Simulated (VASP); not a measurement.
A run of VASP 6.6.1:

INCAR

```
SYSTEM = Al2O3
PREC     = Accurate       ! precision mode
ENCUT    = 520            ! plane-wave cutoff, eV
EDIFF    = 1E-7           ! SCF threshold, eV
ISMEAR   = 0              ! smearing method
SIGMA    = 0.1            ! smearing width, eV
LREAL    = .FALSE.        ! projectors in reciprocal space
LASPH    = .TRUE.         ! aspherical terms in the spheres
NELM     = 80             ! most SCF steps
ALGO     = Normal         ! electronic algorithm
ISIF     = 2              ! what is computed and relaxed
LWAVE    = .FALSE.        ! write WAVECAR
LCHARG   = .FALSE.        ! write CHGCAR
NBANDS   = 20             ! bands
```

The input KPOINTS:

```
Automatic mesh
0
G
  6 6 4
  0 0 0
```

POSCAR

```
Al2O3
1.0
    2.9651426773      0.0000000000      0.0000000000
   -1.4825713387      2.5678888844      0.0000000000
    0.0000000000      0.0000000000      7.4368752115
Al O
2 3
Direct
    0.0000000000      0.0000000000      0.2768823160
    0.0000000000      0.0000000000      0.7231176840
    0.3333333333      0.6666666667      0.1986045457
    0.6666666667      0.3333333333      0.8013954543
    0.0000000000      0.0000000000      0.5000000000
```

Potentials or basis: VASP PAW LDA potentials, release 64 (Al, O).

Command:

```bash
$ cat potpaw_LDA.64/Al/POTCAR potpaw_LDA.64/O/POTCAR > POTCAR
$ mpirun -np 1 vasp_std > vasp.out
```

Hardware: 1 thread of Intel Xeon 8259CL, on a shared host.

Problem. Estimate the wall time of this run.

Solution. Run time: 44 s on 1 thread of Intel Xeon 8259CL, on a shared host, peak memory 0.16 GiB. Counts: scf iterations 15, k points 24.
